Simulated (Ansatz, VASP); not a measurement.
# Two plane-wave programs on PtSe2

The input INCAR:

```
PREC = Accurate
ENCUT = 520
EDIFF = 1E-8
ISMEAR = -1
SIGMA = 0.05
LREAL = False
LASPH = True
NELM = 100
ALGO = Normal
ISIF = 2
LWAVE = False
LCHARG = False
GGA = PE
LEFG = True
NBANDS = 18
```

KPOINTS

```
regular mesh
0
Gamma
  10 10 7
```

File POSCAR:

```
PtSe2
1.0
    3.7240000000      0.0000000000      0.0000000000
   -1.8620000000      3.2250786037      0.0000000000
    0.0000000000      0.0000000000      5.0620000000
Pt Se
1 2
Direct
    0.0000000000      0.0000000000      0.0000000000
    0.3333333333      0.6666666667      0.2500000000
    0.6666666667      0.3333333333      0.7500000000
```

Input for Ansatz:

```yaml
crystal:
  lattice:
    - [3.724, 0.0, 0.0]
    - [-1.862, 3.2250786037, 0.0]
    - [0.0, 0.0, 5.062]
  atoms:
    - { symbol: Pt, position: [0.0, 0.0, 0.0] }
    - { symbol: Se, position: [0.3333333333, 0.6666666667, 0.25] }
    - { symbol: Se, position: [0.6666666667, 0.3333333333, 0.75] }
kpoints:
  mp_grid: { grid: [10, 10, 7] }
scf:
  occupations: { method: fermi_dirac, width: 0.05 }
hamiltonian:
  xc: pbe
  pseudopotentials: { kind: paw }
output:
  forces: true
  stress: true
  populations: true
  efg: { contact_densities: true }
  write_density: true
  write_potential: true
  elf: true
  volumetric_format: npy
```

Alike in both runs: task electric field gradients; functional PBE; k mesh 10 × 10 × 7; occupations fermi-dirac, width 0.05 eV; no spin polarisation.

```csv
,VASP,Ansatz
version,VASP 6.6.1,Ansatz 0.2.0
potentials or method,"VASP PAW PBE potentials, release 64 (Pt, Se)","plane-wave PAW, scalar-relativistic"
plane-wave cutoff (eV),520,420
valence electrons in the cell,22,50
```

```tsv
	VASP	Ansatz	Ansatz less VASP
pressure (GPa)	7.3	7.3	+0.01
traceless stress, the component that is largest in VASP (GPa)	-1.35	-1.34	+0.009
rms of the force components (eV/Å)	0.268	0.266	-0.0025
size of Vzz on the site where it differs most (V/Å²)	143.1	88.5	-54.61
```

Atom by atom the forces differ by 0.003 eV/Å (rms over components). VASP's potentials hold 22 valence electrons a cell and Ansatz's 50, so a difference there can come from the potentials and not from the codes.

Spin-orbit coupling is off throughout.
